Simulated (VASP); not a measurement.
# Na2S: single point with PBE

The system is Na2S.

```xyz
3
Lattice="0.0000 3.2838 3.2838 3.2838 0.0000 3.2838 3.2838 3.2838 0.0000" Properties=species:S:1:pos:R:3 pbc="T T T"
S     0.0000    0.0000    0.0000
Na    1.6419    1.6419    1.6419
Na    4.9257    4.9257    4.9257
```

- Program: VASP 6.6.1
- Task: single point
- Functional: PBE
- Potentials or basis: VASP PAW PBE potentials, release 64 (S, Na_pv)
- Cutoff: 500 eV
- k mesh: 6 × 6 × 6
- Occupations: gaussian, width 0.01 eV
- Spin: no spin polarisation
- Dipole correction: no
- Further INCAR settings: ALGO = Normal; EDIFF = 1e-06; NBANDS = 17

```yaml
Pressure: 0.0 GPa
Band_gap_on_the_k_mesh: 2.45 eV, direct
```

Levels at points of the mesh, in eV from the valence-band top:
```tsv
k point	band 6	band 7	band 8	band 9	band 10	band 11	band 12	band 13	band 14	band 15
(0.00, 0.00, 0.00)	-22.22	-10.13	0.00	0.00	0.00	2.45	7.70	7.70	7.70	9.33
(0.50, 0.00, 0.00)	-22.24	-9.89	-1.62	-0.13	-0.13	4.74	6.40	7.12	7.12	11.07
(0.50, 0.50, 0.00)	-22.20	-9.81	-1.45	-0.45	-0.45	3.84	5.97	8.36	9.69	9.69
```

Run time: 8.4 s on 1 thread of Intel(R) Xeon(R) 6975P-C (Granite Rapids), with other jobs on the host, peak memory 0.19 GiB.

As with any semilocal functional, this PBE gap is likely too small.
